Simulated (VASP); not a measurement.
Ag:

```
Ag
1.0
    -1.65565    1.65565    1.65565
     1.65565   -1.65565    1.65565
     1.65565    1.65565   -1.65565
Ag
1
Direct
  0.00000 0.00000 0.00000
```

| Item | Value |
| --- | --- |
| Program | VASP 6.6.1 |
| Task | relaxation of cell and atoms |
| Functional | BLYP |
| Potentials or basis | VASP PAW PBE potentials, release 64 (Ag) |
| Cutoff | 600 eV |
| k mesh | 11 × 11 × 11 |
| Occupations | fermi-dirac, width 0.05 eV |
| Spin | no spin polarisation |

At the start: pressure 5.7 GPa; volume 18.15 Å³/atom.

Task: How do energy, volume and symmetry change on relaxing?

Result: Over 3 steps the energy falls by 21.3 meV/atom and the volume is 19.44 Å³/atom (+7.1 %); space group Im-3m (No. 229, to 0.05 Å).

Step by step:
```tsv
step	energy change (eV)	largest force (eV/Å)	pressure (GPa)	volume (Å³)
1	0.0000	0.0000	5.73	18.15
2	-0.0190	0.0000	-1.54	19.91
3	-0.0213	0.0000	0.00	19.44
```

Final structure:
```xyz
1
Lattice="-1.6938 1.6938 1.6938 1.6938 -1.6938 1.6938 1.6938 1.6938 -1.6938" Properties=species:S:1:pos:R:3 pbc="T T T"
Ag    0.0000    0.0000    0.0000
```

Caveat: the PAW data sets were made with another functional, which shifts forces and pressure a little.
